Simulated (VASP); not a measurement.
Input of a VASP 6.6.1 run:

File POSCAR:

```
SrCl2
1.0
    2.3331483831      1.4183888039      4.0153159702
   -2.3331483831      1.4183888039      4.0153159702
    0.0000000000     -2.8367776077      4.0153159702
Sr Cl
1 2
Direct
    0.0000000000      0.0000000000      0.0000000000
    0.2442215992      0.2442215992      0.2556859998
    0.7557784008      0.7557784008      0.7443140002
```

Contents of INCAR.step1:

```
SYSTEM = SrCl2
PREC = Accurate
ENCUT = 520
ISMEAR = 0
SIGMA = 0.01
LREAL = .FALSE.
LASPH = .TRUE.
NELM = 60
NBANDS = 19
GGA = PE
ALGO = Normal
EDIFF = 1E-4
LWAVE = .TRUE.
LCHARG = .FALSE.
```

INCAR.step2

```
SYSTEM = SrCl2
PREC = Accurate
ENCUT = 520
EDIFF = 1E-6
ISMEAR = 0
SIGMA = 0.01
LREAL = .FALSE.
LASPH = .TRUE.
NELM = 60
ALGO = Normal
ISIF = 2
LWAVE = .FALSE.
LCHARG = .TRUE.
METAGGA = R2SCAN
LMIXTAU = .TRUE.
LELF = .TRUE.
LVHAR = .TRUE.
NBANDS = 19
ISTART = 1
```

The input KPOINTS:

```
Automatic mesh
0
G
  6 6 6
  0 0 0
```

Potentials or basis: VASP PAW PBE potentials, release 64 (Sr_sv, Cl).

The run is started by

```console
$ cat potpaw_PBE.64/Sr_sv/POTCAR potpaw_PBE.64/Cl/POTCAR > POTCAR
$ cp INCAR.step1 INCAR
$ mpirun -np 1 vasp_std > vasp.out
$ cp INCAR.step2 INCAR
$ mpirun -np 1 vasp_std > vasp.out
```

Task: Predict the pressure.

Result: 3.2 GPa.

Task: Estimate the band gap on the k mesh.

Result: 5.88 eV, indirect (least direct gap 5.90 eV).

Stress tensor (GPa, compression positive):
```
 4.19  0.00  0.00
 0.00  2.54 -0.42
 0.00 -0.42  2.82
```

Caveat: the cell differs from its parent crystal (uniaxial x strain -5.0%); the PAW data sets were made with another functional, which shifts forces and pressure a little. A k mesh can miss the band edges.
